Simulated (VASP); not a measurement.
A run of VASP 6.6.1 is set up as follows.

INCAR

```
SYSTEM = TlPtN
PREC = Accurate ; ENCUT = 700
EDIFF = 1E-6 ; ISMEAR = 0
SIGMA = 0.1 ; LREAL = .FALSE.
LASPH = .TRUE. ; NELM = 120
ALGO = Normal ; ISIF = 2
LWAVE = .FALSE. ; LCHARG = .FALSE.
GGA = PE ; NBANDS = 45
GGA_COMPAT = .FALSE.
```

File KPOINTS:

```
regular mesh
0
G
  8 8 4
  0 0 0
```

File POSCAR:

```
TlPtN
1.0
    4.3400830722      0.0000000000      0.0000000000
    0.0000000000      4.3400830722      0.0000000000
    0.0000000000      0.0000000000      7.7841758809
Tl Pt N
2 2 2
Direct
    0.0000000000      0.0000000000      0.7966267516
    0.0000000000      0.0000000000      0.2033732484
    0.5000000000      0.5000000000      0.1671592170
    0.5000000000      0.5000000000      0.8328407830
    0.5000000000      0.5000000000      0.4265997995
    0.5000000000      0.5000000000      0.5734002005
```

Potentials or basis: VASP PAW PBE potentials, release 64 (Tl_d, Pt_sv_GW, N).

Command:

```bash
$ cat potpaw_PBE.64/Tl_d/POTCAR potpaw_PBE.64/Pt_sv_GW/POTCAR potpaw_PBE.64/N/POTCAR > POTCAR
$ mpirun -np 1 vasp_std > vasp.out
```

(1) Estimate the band gap on the k mesh.

(2) What does it give for the pressure?

(3) Predict the largest force.

Answers

(1) zero (bands 36 and 37 overlap by 1.18 eV).

(2) -3.2 GPa.

(3) 0.863 eV/Å.

Caveat: the standard files for N, O and F lose accuracy on very short bonds; the cell stands under tension; spin-orbit coupling is left out, which moves the levels of the heavy elements.
